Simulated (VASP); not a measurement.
# AlCo (Pm-3m) in VASP: notebook

The runs below take AlCo through single point, with PBEsol, PBE, LDA.

Program: VASP 6.6.1. These are calculated values, not measurements. Logs are shortened: lines on timing, memory, paths and dates and some standing lists are left out, and cuts for length are marked.

**1. The cell of the first run**

Symmetry: Pm-3m, No. 221, cubic system. Conventional cell: a = 2.819 Å, b = 2.819 Å, c = 2.819 Å, α = 90.00°, β = 90.00°, γ = 90.00°. Within 3.2 Å of Co (site symmetry m-3m) lie 8 Al at 2.44 Å and 6 Co at 2.82 Å. Within 3.2 Å of Al (site symmetry m-3m) lie 8 Co at 2.44 Å and 6 Al at 2.82 Å.

**2. Single point, PBEsol**

The input, INCAR:

```
PREC     = Accurate       # precision mode
ENCUT    = 520            # plane-wave cutoff, eV
EDIFF    = 1E-6           # SCF threshold, eV
ISMEAR   = -1             # smearing method
SIGMA    = 0.05           # smearing width, eV
LREAL    = False          # projectors in reciprocal space
LASPH    = True           # aspherical terms in the spheres
NELM     = 60             # most SCF steps
ALGO     = Normal         # electronic algorithm
ISIF     = 2              # what is computed and relaxed
LWAVE    = False          # write WAVECAR
LCHARG   = True           # write CHGCAR
GGA      = PS             # functional
LELF     = True           # ELF
LVHAR    = True         
NBANDS   = 13             # bands
```

The input, KPOINTS:

```
regular mesh
0
Gamma
  9 9 9
```

The input, POSCAR:

```
AlCo
1.0
    2.8194032100      0.0000000000      0.0000000000
    0.0000000000      2.8194032100      0.0000000000
    0.0000000000      0.0000000000      2.8194032100
Co Al
1 1
Direct
    0.5000000000      0.5000000000      0.5000000000
    0.0000000000      0.0000000000      0.0000000000
```

Potentials or basis: VASP PAW PBE potentials, release 64 (Co, Al).

Run with:

```
$ cat potpaw_PBE.64/Co/POTCAR potpaw_PBE.64/Al/POTCAR > POTCAR
$ mpirun -np 1 vasp_std > vasp.out
```

OUTCAR:

```text
PREC = Accurate
   ENCUT = 520
   EDIFF = 1E-6
   ISMEAR = -1
   LREAL = False
   LASPH = True
   NELM = 60
   ISIF = 2
   GGA = PS

 ion  position               nearest neighbor table
   1  0.500  0.500  0.500-   2 2.44   2 2.44   2 2.44   2 2.44   2 2.44   2 2.44   2 2.44   2 2.44

   2  0.000  0.000  0.000-   1 2.44   1 2.44   1 2.44   1 2.44   1 2.44   1 2.44   1 2.44   1 2.44

  LATTYP: Found a simple cubic cell.
 ALAT       =     2.8194032100

  Lattice vectors:

 A1 = (   2.8194032100,   0.0000000000,   0.0000000000)
 A2 = (   0.0000000000,   2.8194032100,   0.0000000000)
 A3 = (   0.0000000000,   0.0000000000,   2.8194032100)

Analysis of symmetry for initial positions (statically):
=====================================================================
 Subroutine PRICEL returns:
 Original cell was already a primitive cell.

 Routine SETGRP: Setting up the symmetry group for a
 simple cubic supercell.

 Subroutine GETGRP returns: Found 48 space group operations
 (whereof 48 operations were pure point group operations)
 out of a pool of 48 trial point group operations.

The static configuration has the point symmetry O_h .

Analysis of symmetry for dynamics (positions and initial velocities):
=====================================================================
 Subroutine PRICEL returns:
 Original cell was already a primitive cell.

 Routine SETGRP: Setting up the symmetry group for a
 simple cubic supercell.

 Subroutine GETGRP returns: Found 48 space group operations
 (whereof 48 operations were pure point group operations)
 out of a pool of 48 trial point group operations.

The dynamic configuration has the point symmetry O_h .

 Subroutine INISYM returns: Found 48 space group operations
 (whereof 48 operations are pure point group operations),
 and found     1 'primitive' translations

----------------------------------------------------------------------------------------

                                     Primitive cell

  volume of cell :      22.4115

  direct lattice vectors                    reciprocal lattice vectors
     2.819403210  0.000000000  0.000000000     0.354684990  0.000000000  0.000000000
     0.000000000  2.819403210  0.000000000     0.000000000  0.354684990  0.000000000
     0.000000000  0.000000000  2.819403210     0.000000000  0.000000000  0.354684990

  length of vectors
     2.819403210  2.819403210  2.819403210     0.354684990  0.354684990  0.354684990

  position of ions in fractional coordinates (direct lattice)
     0.500000000  0.500000000  0.500000000
     0.000000000  0.000000000  0.000000000

  ion indices of the primitive-cell ions
   primitive index   ion index
                 1           1
                 2           2

----------------------------------------------------------------------------------------

 KPOINTS: regular mesh

Automatic generation of k-mesh.
 Grid dimensions read from file:
 generate k-points for:    9    9    9

 Generating k-lattice:

  Cartesian coordinates                     Fractional coordinates (reciprocal lattice)
     0.039409443  0.000000000  0.000000000     0.111111111  0.000000000  0.000000000
     0.000000000  0.039409443  0.000000000     0.000000000  0.111111111  0.000000000
     0.000000000  0.000000000  0.039409443     0.000000000  0.000000000  0.111111111

  Length of vectors
     0.039409443  0.039409443  0.039409443

  Shift w.r.t. Gamma in fractional coordinates (k-lattice)
     0.000000000  0.000000000  0.000000000

 Subroutine IBZKPT returns following result:
 ===========================================

 Found     35 irreducible k-points:

 Following reciprocal coordinates:
            Coordinates               Weight
  0.000000  0.000000  0.000000      1.000000
  0.111111  0.000000  0.000000      6.000000
  0.222222  0.000000  0.000000      6.000000
  0.333333  0.000000  0.000000      6.000000
  0.444444  0.000000  0.000000      6.000000
  0.111111  0.111111  0.000000     12.000000
[... 16 lines left out ...]
  0.333333  0.333333  0.111111     24.000000
  0.444444  0.333333  0.111111     48.000000
 [... further k-points ...]
   k-points           NKPTS =     35   k-points in BZ     NKDIM =     35   number of bands    NBANDS=     13
   number of dos      NEDOS =    301   number of ions     NIONS =      2
   total plane-waves  NPLWV =  13824
   dimension x,y,z NGX =    24 NGY =   24 NGZ =   24
   dimension x,y,z NGXF=    48 NGYF=   48 NGZF=   48
   ions per type =               1   1
   NGX,Y,Z   is equivalent  to a cutoff of  14.15, 14.15, 14.15 a.u.
   NGXF,Y,Z  is equivalent  to a cutoff of  28.30, 28.30, 28.30 a.u.
 SYSTEM =  unknown system
   PREC   = accura    normal or accurate (medium, high low for compatibility)
   ISTART =      0    job   : 0-new  1-cont  2-samecut
   ICHARG =      2    charge: 1-file 2-atom 10-const
   ISPIN  =      1    spin polarized calculation?
   LNONCOLLINEAR =      F non collinear calculations
   LSORBIT =      F    spin-orbit coupling
   LASPH  =      T    aspherical Exc in radial PAW
   ENCUT  =  520.0 eV  38.22 Ry    6.18 a.u.   5.24  5.24  5.24*2*pi/ulx,y,z
   NELM   =     60;   NELMIN=  2; NELMDL= -5     # of ELM steps
   EDIFF  = 0.1E-05   stopping-criterion for ELM
   LREAL  =      F    real-space projection
   EDIFFG = 0.1E-04   stopping-criterion for IOM
   NSW    =      0    number of steps for IOM
   IBRION =     -1    ionic relax: 0-MD 1-quasi-New 2-CG
   NFREE  =      0    steps in history (QN), initial steepest desc. (CG)
   ISIF   =      2    stress and relaxation
   ISYM   =      2    0-nonsym 1-usesym 2-fastsym
   POTIM  = 0.5000    time-step for ionic-motion
   TEBEG  =    0.0;   TEEND  =   0.0 temperature during run
   PSTRESS=    0.0 pullay stress
   NELECT =      12.0000    total number of electrons
   NUPDOWN=      -1.0000    fix difference up-down
   EMIN   =  10.00;   EMAX   =-10.00  energy-range for DOS
   EFERMI =   0.00;   METHOD = LEGACY
   ISMEAR =    -1;   SIGMA  =   0.05  broadening in eV -4-tet -1-fermi 0-gaus
   EFERMI_NEDOS =   21; number of points for ismear=-14 and -15
   IALGO  =     38    algorithm
   IMIX   =      4    mixing-type and parameters
     AMIX     =   0.40;   BMIX     =  1.00
     AMIX_MAG =   1.60;   BMIX_MAG =  1.00
  volume/ion in A,a.u.               =      11.21        75.62
  Fermi-wavevector in a.u.,A,eV,Ry     =   1.329366  2.512138 24.044423  1.767215
  Thomas-Fermi vector in A             =   2.458534
   LORBIT       =      0    0 simple, 1 ext, 2 COOP (PROOUT), +10 PAW based schemes
   GGA     = PS    functional components
   LHFCALC =     F    Hartree Fock is set to
   AEXX    =    0.0000 exact exchange contribution
   IVDW    =     0    specifies the selected vdW correction
   LEPSILON=     F    determine dielectric tensor
   LRPA    =     F    only Hartree local field effects (RPA)
 non-spin polarized calculation
  energy-cutoff  :      520.00
  volume of cell :       22.41
 maximum number of plane-waves:       619
 NGX is ok and might be reduce to    24
   NGX = 11   NGY = 11   NGZ = 11

 number of electron      11.9999996 magnetization

 Free energy of the ion-electron system (eV)
  ---------------------------------------------------
  ext. energy  EPLUGINS =         0.00000000
  ---------------------------------------------------
  free energy    TOTEN  =       -13.08765577 eV

  energy without entropy =      -13.08333614  energy(sigma->0) =      -13.08549596

 E-fermi :  10.8701     XC(G=0): -12.5435

 val. band max:       10.8195738836   @ k =   0.4444   0.4444   0.1111
 cond. band min:      10.9896533250   @ k =   0.4444   0.3333   0.0000
 fundamental gap:      0.1700794415
 Fermi energy:        10.8700764312

 k-point     1 :       0.0000    0.0000    0.0000
  band No.  band energies     occupation
      1      -0.4038      2.00000
      2       7.7560      2.00000
      3       7.7560      2.00000
      4      10.0324      2.00000
      5      10.0324      2.00000
      6      10.0324      2.00000
      7      17.0121      0.00000
      8      17.0121      0.00000
      9      17.0121      0.00000
     10      19.7731      0.00000
     11      19.7731      0.00000
     12      26.6587      0.00000
     13      32.8797      0.00000

 k-point     2 :       0.1111    0.0000    0.0000
  band No.  band energies     occupation
      1      -0.1645      2.00000
      2       7.7287      2.00000
      3       7.8228      2.00000
      4       9.9049      2.00000
      5       9.9049      2.00000
      6      10.0461      2.00000
      7      15.2096      0.00000
      8      17.3424      0.00000
      9      17.3424      0.00000
     10      19.7341      0.00000
     11      21.4050      0.00000
     12      27.4273      0.00000
     13      30.8233      0.00000

 k-point     3 :       0.2222    0.0000    0.0000
  band No.  band energies     occupation
      1       0.5425      2.00000
      2       7.4748      2.00000
      3       7.9980      2.00000
      4       9.6110      2.00000
      5       9.6110      2.00000
      6      10.0811      2.00000
      7      12.9293      0.00000
      8      18.2490      0.00000
      9      18.2490      0.00000
     10      19.6236      0.00000
     11      23.2129      0.00000
     12      28.1089      0.00000
     13      28.1089      0.00000
[... 305 lines left out ...]
 k-point    23 :       0.3333    0.3333    0.1111
  band No.  band energies     occupation
      1       3.7171      2.00000
      2       7.2777      2.00000
      3       7.8819      2.00000
      4       8.8947      2.00000
      5       9.4045      2.00000
      6       9.4971      2.00000
      7      11.8308      0.00000
      8      14.1963      0.00000
      9      17.9388      0.00000
     10      19.6199      0.00000
     11      24.5556      0.00000
     12      24.9864      0.00000
     13      26.4015      0.00000

 k-point    24 :       0.4444    0.3333    0.1111
  band No.  band energies     occupation
      1       4.8409      2.00000
      2       6.5213      2.00000
      3       8.0855      2.00000
      4       8.7191      2.00000
      5       9.5010      2.00000
      6       9.6336      2.00000
      7      11.1100      0.01634
      8      14.6991      0.00000
      9      16.1568      0.00000
     10      20.7922      0.00000
     11      22.8622      0.00000
     12      25.4650      0.00000
     13      27.5644      0.00000

 [... further k-points ...]
[... 5 lines left out ...]
  --------------------------------------------------------------------------------------
  -------------------------------------------------------------------------------------
  Total        0.1124259      0.1124259      0.1124259      0.0000000      0.0000000      0.0000000
  in kB        8.0372102      8.0372102      8.0372102      0.0000000      0.0000000      0.0000000
  external PRESSURE =       8.0372102 kB  Pullay stress =       0.0000000 kB

 VOLUME and BASIS-vectors are now :
 -----------------------------------------------------------------------------
  energy-cutoff  :      520.00
  volume of cell :       22.41
      direct lattice vectors                 reciprocal lattice vectors
     2.819403210  0.000000000  0.000000000     0.354684990  0.000000000  0.000000000
     0.000000000  2.819403210  0.000000000     0.000000000  0.354684990  0.000000000
     0.000000000  0.000000000  2.819403210     0.000000000  0.000000000  0.354684990

 POSITION                                       TOTAL-FORCE (eV/Angst)
 -----------------------------------------------------------------------------------
      1.40970      1.40970      1.40970         0.000000      0.000000      0.000000
      0.00000      0.00000      0.00000         0.000000      0.000000      0.000000
 -----------------------------------------------------------------------------------
    total drift:                                0.000000     -0.000000     -0.000000

  FREE ENERGIE OF THE ION-ELECTRON SYSTEM (eV)
  ---------------------------------------------------
  free  energy   TOTEN  =       -13.0876557728 eV

  energy  without entropy=      -13.0833361419  energy(sigma->0) =      -13.08549596
```

Wall time 7.3 s (1 thread of AMD EPYC 7R13 (Zen 3), shared host); peak memory 0.11 GiB.

What came out:

- Free energy: -13.0877 eV
- Pressure: 0.8 GPa
- Band gap on the k mesh: zero (band 6 reaches 12.12 eV, above the bottom of band 7 at 10.73 eV)

Caveat: the PAW data sets were made with another functional, which shifts forces and pressure a little. Spin polarisation is off, so any magnetic state and its effect on volume and gap are missing.

**3. Single point, PBE, collinear spin, ferromagnetic start (volume scaled by 1.02)**

The input, INCAR:

```
SYSTEM = AlCo
PREC = Accurate
ENCUT = 520
EDIFF = 1E-6
ISMEAR = -1
SIGMA = 0.05
LREAL = .False.
LASPH = .True.
NELM = 150
ALGO = Normal
ISIF = 2
LWAVE = .False.
LCHARG = .False.
ISPIN = 2
MAGMOM = 2 0
LORBIT = 11
LMAXMIX = 4
GGA = PE
NBANDS = 17
```

The input, KPOINTS:

```
regular mesh
0
Gamma
  9 9 9
  0 0 0
```

The input, POSCAR:

```
AlCo
1.0
    2.8380752986      0.0000000000      0.0000000000
    0.0000000000      2.8380752986      0.0000000000
    0.0000000000      0.0000000000      2.8380752986
Co Al
1 1
Direct
    0.5000000000      0.5000000000      0.5000000000
    0.0000000000      0.0000000000      0.0000000000
```

Potentials or basis: VASP PAW PBE potentials, release 64 (Co, Al).

Run with:

```
$ cat potpaw_PBE.64/Co/POTCAR potpaw_PBE.64/Al/POTCAR > POTCAR
$ mpirun -np 1 vasp_std > vasp.out
```

It took 31 s on 1 thread of Intel Xeon 8259CL, shared host; peak memory 0.16 GiB.

It converged, with:

```yaml
Free_energy: -11.9922 eV
Pressure: 2.7 GPa
Band_gap_on_the_k_mesh: zero (filled and empty bands overlap)
Net_moment: 0.00 μB per cell
Valence_electrons_inside_the_program's_atomic_spheres: Co 8.47; Al 0.83
```

Levels at points of the mesh, in eV from the Fermi level:
Spin up:
| k point | band 4 | band 5 | band 6 | band 7 | band 8 | band 9 |
| --- | --- | --- | --- | --- | --- | --- |
| (0.00, 0.00, 0.00) | -0.85 | -0.85 | -0.85 | 6.04 | 6.04 | 6.04 |
Spin down:
```csv
k point,band 2,band 3,band 4,band 5,band 6,band 7,band 8,band 9,band 10,band 11
"(0.00, 0.00, 0.00)",-3.01,-3.01,-0.85,-0.85,-0.85,6.04,6.04,6.04,8.79,8.79
```

Caveat: the starting moments collapsed, and a magnetic state may lie lower.

**4. Single point, PBE**

The input, INCAR:

```
SYSTEM = AlCo
ALGO     = Normal         ! electronic algorithm
EDIFF    = 1E-6           ! SCF threshold, eV
ENCUT    = 520            ! plane-wave cutoff, eV
GGA      = PE             ! functional
ISIF     = 2              ! what is computed and relaxed
ISMEAR   = -1             ! smearing method
LASPH    = .True.         ! aspherical terms in the spheres
LCHARG   = .True.         ! write CHGCAR
LELF     = .True.         ! ELF
LREAL    = .False.        ! projectors in reciprocal space
LVHAR    = .True.       
LWAVE    = .False.        ! write WAVECAR
NBANDS   = 13             ! bands
NELM     = 60             ! most SCF steps
PREC     = Accurate       ! precision mode
SIGMA    = 0.05           ! smearing width, eV
```

The input, KPOINTS:

```
k-points
0
Gamma
  9 9 9
  0 0 0
```

The input, POSCAR:

```
AlCo
1.0
    2.8194032100      0.0000000000      0.0000000000
    0.0000000000      2.8194032100      0.0000000000
    0.0000000000      0.0000000000      2.8194032100
Co Al
1 1
Direct
    0.5000000000      0.5000000000      0.5000000000
    0.0000000000      0.0000000000      0.0000000000
```

Run with:

```
$ cat potpaw_PBE.64/Co/POTCAR potpaw_PBE.64/Al/POTCAR > POTCAR
$ mpirun -np 1 vasp_std > vasp.out
```

Run time: 5.8 s. Hardware: 1 thread of Intel Xeon 6975P-C, shared host; peak memory 0.14 GiB.

Results (log left out):

| Item | Value |
| --- | --- |
| Free energy | -11.9795 eV |
| Pressure | 6.6 GPa |
| Band gap on the k mesh | zero (band 6 reaches 12.27 eV, above the bottom of band 7 at 10.88 eV) |

Levels at points of the mesh, in eV from the Fermi level:
```csv
k point,band 4,band 5,band 6,band 7,band 8,band 9
"(0.00, 0.00, 0.00)",-0.88,-0.88,-0.88,6.13,6.13,6.13
```

**5. Single point, PBE, collinear spin, ferromagnetic start**

The input, INCAR:

```
PREC = Accurate ; ENCUT = 520
EDIFF = 1E-6 ; ISMEAR = -1
SIGMA = 0.05 ; LREAL = False
LASPH = True ; NELM = 150
ALGO = Fast ; ISIF = 2
LWAVE = False ; LCHARG = False
ISPIN = 2 ; MAGMOM = 0.54 0
LORBIT = 11 ; LMAXMIX = 4
GGA = PE ; NBANDS = 17
```

The input, KPOINTS:

```
regular mesh
0
Gamma
  9 9 9
```

POSCAR is that of step 4.

Run with:

```
$ cat potpaw_PBE.64/Co/POTCAR potpaw_PBE.64/Al/POTCAR > POTCAR
$ mpirun -np 1 vasp_std > vasp.out
```

Run time: 17 s. Hardware: 1 thread of Intel Xeon 6975P-C, shared host; peak memory 0.16 GiB.

Results (log left out):

```yaml
Free_energy: -11.9795 eV
Pressure: 6.4 GPa
Band_gap_on_the_k_mesh: zero (filled and empty bands overlap)
Net_moment: 0.00 μB per cell
Valence_electrons_inside_the_program's_atomic_spheres: Co 8.51; Al 0.84
```

Levels at points of the mesh, in eV from the Fermi level:
Spin up:
| k point | band 4 | band 5 | band 6 | band 7 | band 8 | band 9 |
| --- | --- | --- | --- | --- | --- | --- |
| (0.00, 0.00, 0.00) | -0.87 | -0.87 | -0.87 | 6.13 | 6.13 | 6.13 |
Spin down:
| k point | band 3 | band 4 | band 5 | band 6 | band 7 | band 8 | band 9 | band 10 |
| --- | --- | --- | --- | --- | --- | --- | --- | --- |
| (0.00, 0.00, 0.00) | -3.10 | -0.87 | -0.87 | -0.87 | 6.13 | 6.13 | 6.13 | 8.87 |

(Continued in part 2 of 2.)
